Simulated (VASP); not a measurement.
Ba2ZrO3:

```
CELL_PARAMETERS angstrom
5.77304 0.00000 0.00000
-2.88652 4.99960 0.00000
0.00000 0.00000 3.98612
ATOMIC_POSITIONS crystal
Ba 0.66667 0.33333 0.00000
Ba 0.33333 0.66667 0.00000
Zr 0.00000 0.00000 0.50000
O 0.50000 0.50000 0.50000
O 0.50000 0.00000 0.50000
O 0.00000 0.50000 0.50000
```

The cell was built from a structure type or drawn by symmetry, and may not be a known phase.

```yaml
Program: VASP 6.6.1
Task: relaxation of cell and atoms
Functional: PBE
Potentials_or_basis: VASP PAW PBE potentials, release 64 (Ba_sv, Zr_sv, O)
Cutoff: 600 eV
k_mesh: 6 × 6 × 10
Occupations: gaussian, width 0.1 eV
Spin: no spin polarisation
```

At the start: pressure 2.3 GPa; volume 19.18 Å³/atom.

Task: How do energy, volume and symmetry change on relaxing?

Result: Over 5 steps the energy falls by 4.8 meV/atom and the volume is 19.89 Å³/atom (+3.7 %); space group P6/mmm (No. 191, to 0.1 Å) before and after.

Step by step:
```tsv
step	energy change (eV)	largest force (eV/Å)	pressure (GPa)	volume (Å³)
1	0.0000	0.0000	2.34	115.05
2	-0.0157	0.0000	-1.04	119.77
3	-0.0218	0.0000	0.07	118.09
4	-0.0257	0.0000	0.05	118.54
5	-0.0288	0.0000	0.03	119.35
```

Final structure:
```
Ba Zr O
1.0
     5.87798    0.00000    0.00000
    -2.93899    5.09048    0.00000
     0.00000    0.00000    3.98868
Ba Zr O
2 1 3
Direct
  0.66667 0.33333 0.00000
  0.33333 0.66667 0.00000
  0.00000 0.00000 0.50000
  0.50000 0.50000 0.50000
  0.50000 0.00000 0.50000
  0.00000 0.50000 0.50000
```
